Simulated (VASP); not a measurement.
# Ag2Pt (Fd-3m) in VASP: single point with PBE

Aim: the single point of Ag2Pt with PBE.

Everything below comes from runs of VASP 6.6.1. Logs are shortened: lines on timing, memory, paths and dates and some standing lists are left out, and cuts for length are marked.

### Step 1. The cell of the first run

It takes space group Fd-3m (No. 227, cubic). The conventional cell has a = 7.596 Å, b = 7.596 Å, c = 7.596 Å, α = 90.00°, β = 90.00°, γ = 90.00°. Ag (site symmetry -3m) has 6 Ag at 2.69 Å and 6 Pt at 3.15 Å within 3.5 Å. Within 4.1 Å of Pt (site symmetry -43m) lie 12 Ag at 3.15 Å and 4 Pt at 3.29 Å.

### Step 2. Single point, PBE

The input, INCAR:

```
ALGO = Normal
EDIFF = 1E-6
ENCUT = 500
GGA = PE
GGA_COMPAT = F
ISIF = 2
ISMEAR = 0
LASPH = T
LCHARG = F
LREAL = F
LWAVE = F
NBANDS = 41
NELM = 120
PREC = Accurate
SIGMA = 0.1
```

The input, KPOINTS:

```
k-points
0
Gamma
  4 4 4
```

The input, POSCAR:

```
Ag2Pt
1.0
    0.0000000000      3.7978900189      3.7978900189
    3.7978900189      0.0000000000      3.7978900189
    3.7978900189      3.7978900189      0.0000000000
Ag Pt
4 2
Direct
    0.6250000000      0.6250000000      0.6250000000
    0.1250000000      0.6250000000      0.6250000000
    0.6250000000      0.6250000000      0.1250000000
    0.6250000000      0.1250000000      0.6250000000
    0.0000000000      0.0000000000      0.0000000000
    0.2500000000      0.2500000000      0.2500000000
```

Potentials or basis: VASP PAW PBE potentials, release 64 (Ag, Pt).

Launch:

```
> cat potpaw_PBE.64/Ag/POTCAR potpaw_PBE.64/Pt/POTCAR > POTCAR
> mpirun -np 1 vasp_std > vasp.out
```

OUTCAR:

```text
EDIFF = 1E-6
   ENCUT = 500
   GGA = PE
   ISIF = 2
   ISMEAR = 0
   LASPH = T
   LREAL = F
   NELM = 120
   PREC = Accurate

 ion  position               nearest neighbor table
   1  0.625  0.625  0.625-   2 2.69   3 2.69   4 2.69   3 2.69   4 2.69   2 2.69   6 3.15   5 3.15
                             6 3.15   5 3.15   6 3.15   5 3.15
   2  0.125  0.625  0.625-   1 2.69   3 2.69   4 2.69   1 2.69   3 2.69   4 2.69   5 3.15   6 3.15
                             5 3.15   5 3.15   6 3.15   6 3.15
   3  0.625  0.625  0.125-   1 2.69   1 2.69   2 2.69   4 2.69   4 2.69   2 2.69   6 3.15   5 3.15
                             6 3.15   5 3.15   6 3.15   5 3.15
   4  0.625  0.125  0.625-   1 2.69   3 2.69   1 2.69   2 2.69   3 2.69   2 2.69   5 3.15   6 3.15
                             5 3.15   6 3.15   6 3.15   5 3.15
   5  0.000  0.000  0.000-   3 3.15   4 3.15   2 3.15   3 3.15   1 3.15   2 3.15   4 3.15   2 3.15
                             3 3.15   4 3.15   1 3.15   1 3.15   6 3.29   6 3.29   6 3.29   6 3.29
   6  0.250  0.250  0.250-   2 3.15   3 3.15   4 3.15   1 3.15   2 3.15   4 3.15   2 3.15   3 3.15
                             3 3.15   4 3.15   1 3.15   1 3.15   5 3.29   5 3.29   5 3.29   5 3.29

  LATTYP: Found a face centered cubic cell.
 ALAT       =     7.5957800378

  Lattice vectors:

 A1 = (   0.0000000000,   3.7978900189,   3.7978900189)
 A2 = (   3.7978900189,   0.0000000000,   3.7978900189)
 A3 = (   3.7978900189,   3.7978900189,   0.0000000000)

Analysis of symmetry for initial positions (statically):
=====================================================================
 Subroutine PRICEL returns:
 Original cell was already a primitive cell.

 Routine SETGRP: Setting up the symmetry group for a
 face centered cubic supercell.

 Subroutine GETGRP returns: Found 48 space group operations
 (whereof 24 operations were pure point group operations)
 out of a pool of 48 trial point group operations.

The static configuration has the point symmetry T_d .
 The point group associated with its full space group is O_h .

Analysis of symmetry for dynamics (positions and initial velocities):
=====================================================================
 Subroutine PRICEL returns:
 Original cell was already a primitive cell.

 Routine SETGRP: Setting up the symmetry group for a
 face centered cubic supercell.

 Subroutine GETGRP returns: Found 48 space group operations
 (whereof 24 operations were pure point group operations)
 out of a pool of 48 trial point group operations.

The dynamic configuration has the point symmetry T_d .
 The point group associated with its full space group is O_h .

 Subroutine INISYM returns: Found 48 space group operations
 (whereof 24 operations are pure point group operations),
 and found     1 'primitive' translations

----------------------------------------------------------------------------------------

                                     Primitive cell

  volume of cell :     109.5613

  direct lattice vectors                    reciprocal lattice vectors
     0.000000000  3.797890019  3.797890019    -0.131652048  0.131652048  0.131652048
     3.797890019  0.000000000  3.797890019     0.131652048 -0.131652048  0.131652048
     3.797890019  3.797890019  0.000000000     0.131652048  0.131652048 -0.131652048

  length of vectors
     5.371027573  5.371027573  5.371027573     0.228028036  0.228028036  0.228028036

  position of ions in fractional coordinates (direct lattice)
     0.625000000  0.625000000  0.625000000
     0.125000000  0.625000000  0.625000000
     0.625000000  0.625000000  0.125000000
     0.625000000  0.125000000  0.625000000
     0.000000000  0.000000000  0.000000000
     0.250000000  0.250000000  0.250000000

  ion indices of the primitive-cell ions
   primitive index   ion index
                 1           1
                 2           2
                 3           3
                 4           4
                 5           5
                 6           6

----------------------------------------------------------------------------------------

 KPOINTS: k-points

Automatic generation of k-mesh.
 Grid dimensions read from file:
 generate k-points for:    4    4    4

 Generating k-lattice:

  Cartesian coordinates                     Fractional coordinates (reciprocal lattice)
    -0.032913012  0.032913012  0.032913012     0.250000000  0.000000000  0.000000000
     0.032913012 -0.032913012  0.032913012     0.000000000  0.250000000  0.000000000
     0.032913012  0.032913012 -0.032913012     0.000000000  0.000000000  0.250000000

  Length of vectors
     0.057007009  0.057007009  0.057007009

  Shift w.r.t. Gamma in fractional coordinates (k-lattice)
     0.000000000  0.000000000  0.000000000

 Subroutine IBZKPT returns following result:
 ===========================================

 Found      8 irreducible k-points:

 Following reciprocal coordinates:
            Coordinates               Weight
  0.000000  0.000000  0.000000      1.000000
  0.250000  0.000000  0.000000      8.000000
  0.500000  0.000000  0.000000      4.000000
  0.250000  0.250000  0.000000      6.000000
  0.500000  0.250000  0.000000     24.000000
 -0.250000  0.250000  0.000000     12.000000
  0.500000  0.500000  0.000000      3.000000
 -0.250000  0.500000  0.250000      6.000000
   k-points           NKPTS =      8   k-points in BZ     NKDIM =      8   number of bands    NBANDS=     41
   number of dos      NEDOS =    301   number of ions     NIONS =      6
   total plane-waves  NPLWV =  64000
   dimension x,y,z NGX =    40 NGY =   40 NGZ =   40
   dimension x,y,z NGXF=    80 NGYF=   80 NGZF=   80
   ions per type =               4   2
   NGX,Y,Z   is equivalent  to a cutoff of  12.38, 12.38, 12.38 a.u.
   NGXF,Y,Z  is equivalent  to a cutoff of  24.76, 24.76, 24.76 a.u.
 SYSTEM =  unknown system
   PREC   = accura    normal or accurate (medium, high low for compatibility)
   ISTART =      0    job   : 0-new  1-cont  2-samecut
   ICHARG =      2    charge: 1-file 2-atom 10-const
   ISPIN  =      1    spin polarized calculation?
   LNONCOLLINEAR =      F non collinear calculations
   LSORBIT =      F    spin-orbit coupling
   LASPH  =      T    aspherical Exc in radial PAW
   ENCUT  =  500.0 eV  36.75 Ry    6.06 a.u.   9.79  9.79  9.79*2*pi/ulx,y,z
   NELM   =    120;   NELMIN=  2; NELMDL= -5     # of ELM steps
   EDIFF  = 0.1E-05   stopping-criterion for ELM
   LREAL  =      F    real-space projection
   EDIFFG = 0.1E-04   stopping-criterion for IOM
   NSW    =      0    number of steps for IOM
   IBRION =     -1    ionic relax: 0-MD 1-quasi-New 2-CG
   NFREE  =      0    steps in history (QN), initial steepest desc. (CG)
   ISIF   =      2    stress and relaxation
   ISYM   =      2    0-nonsym 1-usesym 2-fastsym
   POTIM  = 0.5000    time-step for ionic-motion
   TEBEG  =    0.0;   TEEND  =   0.0 temperature during run
   PSTRESS=    0.0 pullay stress
   NELECT =      64.0000    total number of electrons
   NUPDOWN=      -1.0000    fix difference up-down
   EMIN   =  10.00;   EMAX   =-10.00  energy-range for DOS
   EFERMI =   0.00;   METHOD = LEGACY
   ISMEAR =     0;   SIGMA  =   0.10  broadening in eV -4-tet -1-fermi 0-gaus
   EFERMI_NEDOS =   21; number of points for ismear=-14 and -15
   IALGO  =     38    algorithm
   IMIX   =      4    mixing-type and parameters
     AMIX     =   0.40;   BMIX     =  1.00
     AMIX_MAG =   1.60;   BMIX_MAG =  1.00
  volume/ion in A,a.u.               =      18.26       123.23
  Fermi-wavevector in a.u.,A,eV,Ry     =   1.368514  2.586116 25.481391  1.872829
  Thomas-Fermi vector in A             =   2.494471
   LORBIT       =      0    0 simple, 1 ext, 2 COOP (PROOUT), +10 PAW based schemes
   GGA     = PE    functional components
   LHFCALC =     F    Hartree Fock is set to
   AEXX    =    0.0000 exact exchange contribution
   IVDW    =     0    specifies the selected vdW correction
   LEPSILON=     F    determine dielectric tensor
   LRPA    =     F    only Hartree local field effects (RPA)
 non-spin polarized calculation
 Gauss-broadening in eV      SIGMA  =   0.10
  energy-cutoff  :      500.00
  volume of cell :      109.56
 maximum number of plane-waves:      2788
   NGX = 19   NGY = 19   NGZ = 19

 number of electron      63.9999995 magnetization

 Free energy of the ion-electron system (eV)
  ---------------------------------------------------
  ext. energy  EPLUGINS =         0.00000000
  ---------------------------------------------------
  free energy    TOTEN  =       -21.05552579 eV

  energy without entropy =      -21.04556402  energy(sigma->0) =      -21.05054491

 E-fermi :   7.3931     XC(G=0): -11.9679

 val. band max:        7.2453154123   @ k =  -0.2500   0.2500   0.0000
 cond. band min:       7.4368225459   @ k =  -0.2500   0.2500   0.0000
 fundamental gap:      0.1915071336
 Fermi energy:         7.3930603723

 k-point     1 :       0.0000    0.0000    0.0000
  band No.  band energies     occupation
      1      -0.3067      2.00000
      2       0.6890      2.00000
      3       1.4022      2.00000
      4       1.4022      2.00000
      5       1.4022      2.00000
      6       2.0238      2.00000
[... 33 lines left out ...]
     40      13.0742      0.00000
     41      14.7353      0.00000

 k-point     2 :       0.2500    0.0000    0.0000
  band No.  band energies     occupation
      1       0.1300      2.00000
      2       1.0889      2.00000
      3       1.5032      2.00000
      4       1.6162      2.00000
      5       1.6162      2.00000
      6       2.1791      2.00000
[... 33 lines left out ...]
     40      14.2505      0.00000
     41      14.2505      0.00000

 k-point     3 :       0.5000    0.0000    0.0000
  band No.  band energies     occupation
      1       0.6151      2.00000
      2       1.6897      2.00000
      3       1.8140      2.00000
      4       1.8140      2.00000
      5       2.0256      2.00000
      6       2.1633      2.00000
[... 171 lines left out ...]
      2       1.4180      2.00000
      3       2.1459      2.00000
      4       2.1459      2.00000
      5       2.2608      2.00000
      6       2.2608      2.00000
[... 33 lines left out ...]
     40      16.9393      0.00000
     41      17.4299      0.00000

 k-point     8 :      -0.2500    0.5000    0.2500
  band No.  band energies     occupation
      1       1.5579      2.00000
      2       1.5579      2.00000
      3       1.9343      2.00000
      4       1.9343      2.00000
      5       2.2437      2.00000
      6       2.2437      2.00000
[... 33 lines left out ...]
     40      16.7463      0.00000
     41      17.6206      0.00000

------------------------ aborting loop because EDIFF is reached ----------------------------------------

  FORCE on cell =-STRESS in cart. coord.  units (eV):
  Direction    XX          YY          ZZ          XY          YZ          ZX
  --------------------------------------------------------------------------------------
  -------------------------------------------------------------------------------------
  Total       -3.0652916     -3.0652916     -3.0652916     -0.0000000     -0.0000000     -0.0000000
  in kB      -44.8255084    -44.8255084    -44.8255084     -0.0000000     -0.0000000     -0.0000000
  external PRESSURE =     -44.8255084 kB  Pullay stress =       0.0000000 kB

 VOLUME and BASIS-vectors are now :
 -----------------------------------------------------------------------------
  energy-cutoff  :      500.00
  volume of cell :      109.56
      direct lattice vectors                 reciprocal lattice vectors
     0.000000000  3.797890019  3.797890019    -0.131652048  0.131652048  0.131652048
     3.797890019  0.000000000  3.797890019     0.131652048 -0.131652048  0.131652048
     3.797890019  3.797890019  0.000000000     0.131652048  0.131652048 -0.131652048

 POSITION                                       TOTAL-FORCE (eV/Angst)
 -----------------------------------------------------------------------------------
      4.74736      4.74736      4.74736        -0.000000     -0.000000      0.000000
      4.74736      2.84842      2.84842        -0.000000     -0.000000      0.000000
      2.84842      2.84842      4.74736        -0.000000     -0.000000      0.000000
      2.84842      4.74736      2.84842        -0.000000     -0.000000      0.000000
      0.00000      0.00000      0.00000         0.000000      0.000000      0.000000
      1.89895      1.89895      1.89895        -0.000000     -0.000000     -0.000000
 -----------------------------------------------------------------------------------
    total drift:                                0.000000      0.000000      0.000000

  FREE ENERGIE OF THE ION-ELECTRON SYSTEM (eV)
  ---------------------------------------------------
  free  energy   TOTEN  =       -21.0555257930 eV

  energy  without entropy=      -21.0455640220  energy(sigma->0) =      -21.05054491
```

Run time: 28 s. Hardware: 1 thread of Intel Xeon 6975P-C (Granite Rapids), shared host; peak memory 0.23 GiB.

Results:

| Item | Value |
| --- | --- |
| Free energy | -21.0555 eV |
| Pressure | -4.5 GPa |
| Band gap on the k mesh | zero (bands 32 and 33 overlap by 1.24 eV) |

Levels at points of the mesh, in eV from the Fermi level:
| k point | band 30 | band 31 | band 32 | band 33 | band 34 | band 35 |
| --- | --- | --- | --- | --- | --- | --- |
| (0.00, 0.00, 0.00) | -0.68 | -0.68 | 0.49 | 3.32 | 3.32 | 3.32 |
| (0.50, 0.00, 0.00) | -1.12 | -0.62 | -0.62 | 1.21 | 2.41 | 2.41 |
| (0.50, 0.50, 0.00) | -0.74 | -0.69 | -0.69 | 0.55 | 0.55 | 1.60 |

Caveat: the cell stands under tension; spin-orbit coupling is left out, which moves the levels of the heavy elements.
